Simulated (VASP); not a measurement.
Here is a VASP 6.6.1 calculation.

File INCAR:

```
SYSTEM = O2F
PREC = Accurate
ENCUT = 520
EDIFF = 1E-6
ISMEAR = -1
SIGMA = 0.06122561905347299
LREAL = .False.
LASPH = .True.
NELM = 100
ALGO = Normal
ISIF = 2
LWAVE = .False.
LCHARG = .False.
GGA = PE
NBANDS = 16
```

KPOINTS

```
Automatic mesh
0
Gamma
  38 38 38
  0 0 0
```

File POSCAR:

```
O2F
1.0
    0.0000000000      2.4380578692      2.4380578692
    2.4380578692      0.0000000000      2.4380578692
    2.4380578692      2.4380578692      0.0000000000
F O
1 2
Direct
    0.0000000000      0.0000000000      0.0000000000
    0.2500000000      0.2500000000      0.2500000000
    0.7500000000      0.7500000000      0.7500000000
```

Potentials or basis: VASP PAW PBE potentials, release 64 (F, O).

Run with:

```bash
$ cat potpaw_PBE.64/F/POTCAR potpaw_PBE.64/O/POTCAR > POTCAR
$ mpirun -np 1 vasp_std > vasp.out
```

(1) What does it give for the pressure?

(2) Predict the band gap on the k mesh.

Answers

(1) 5.3 GPa.

(2) zero (an odd number of electrons rules out a gap without spin polarisation).

Caveat: the cell stands under pressure; an odd number of electrons without spin polarisation forces a metal; a magnetic or distorted state may lie lower.
